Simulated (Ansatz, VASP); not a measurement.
# F: VASP beside Ansatz

Contents of INCAR:

```
  PREC = Accurate
  ENCUT = 520
  EDIFF = 1E-6
  ISMEAR = -1
  SIGMA = 0.02
  LREAL = False
  LASPH = True
  NELM = 60
  ALGO = Normal
  ISIF = 2
  LWAVE = False
  LCHARG = False
  GGA = PE
  NBANDS = 22
```

Contents of KPOINTS:

```
Automatic mesh
0
Gamma
  10 10 4
```

File POSCAR:

```
F
1.0
    2.6008784203     -1.4917119192     -0.0066657971
    2.6008784203      1.4917119192     -0.0066657971
   -2.0794375002      0.0000000000      6.7794622840
F
4
Direct
    0.5053995766      0.5053995766      0.4025797552
    0.0852977317      0.0852977317      0.0971240918
    0.4946004234      0.4946004234      0.5974202448
    0.9147022683      0.9147022683      0.9028759082
```

Input for Ansatz:

```yaml
crystal:
  lattice:
    - [2.6008784203, -1.4917119192, -0.0066657971]
    - [2.6008784203, 1.4917119192, -0.0066657971]
    - [-2.0794375002, 0.0, 6.779462284]
  atoms:
    - { symbol: F, position: [0.5053995766, 0.5053995766, 0.4025797552] }
    - { symbol: F, position: [0.0852977317, 0.0852977317, 0.0971240918] }
    - { symbol: F, position: [0.4946004234, 0.4946004234, 0.5974202448] }
    - { symbol: F, position: [0.9147022683, 0.9147022683, 0.9028759082] }
kpoints:
  mp_grid: { grid: [10, 10, 4] }
  band_path:
    path:
      - [0.0, 0.0, 0.0]
      - [-0.3401160853, 0.3401160853, 0.0]
      - [-0.6598839147, -0.3401160853, 0.0]
      - [-0.5, -0.5, 0.0]
      - [-0.5, -0.5, 0.5]
      - [-0.6794305525, -0.3205694475, 0.5]
      - [-0.3205694475, 0.3205694475, 0.5]
      - [0.0, 0.0, 0.5]
      - [-0.5, 0.0, 0.5]
    npoints: 1
hamiltonian:
  xc: pbe
scf:
  occupations: { method: fermi_dirac, width: 0.02 }
  n_extra_bands: 5
output:
  forces: true
  stress: true
  eigenvalues: true
  write_density: true
  write_potential: true
  elf: true
  volumetric_format: npy
```

Alike in both runs: task single point; functional PBE; k mesh 10 × 10 × 4; occupations fermi-dirac, width 0.02 eV; no spin polarisation.

```csv
,VASP,Ansatz
version,VASP 6.6.1,Ansatz 0.2.0
potentials or method,"VASP PAW PBE potentials, release 64 (F)","plane waves, PAW"
plane-wave cutoff (eV),520,420
valence electrons in the cell,28,28
```

|  | VASP | Ansatz | Ansatz less VASP |
| --- | --- | --- | --- |
| gap on the k mesh at the Fermi level (eV) | 2.61 | 2.68 | +0.071 |
| pressure (GPa) | 5.1 | 4.6 | -0.50 |
| traceless stress, the component that is largest in VASP (GPa) | 4.33 | 2.42 | -1.911 |
| rms of the force components (eV/Å) | 0.573 | 0.338 | -0.2352 |

Atom by atom the forces differ by 0.235 eV/Å (rms over components). With one functional, cell and mesh, what is left measures potentials, basis and numerics.
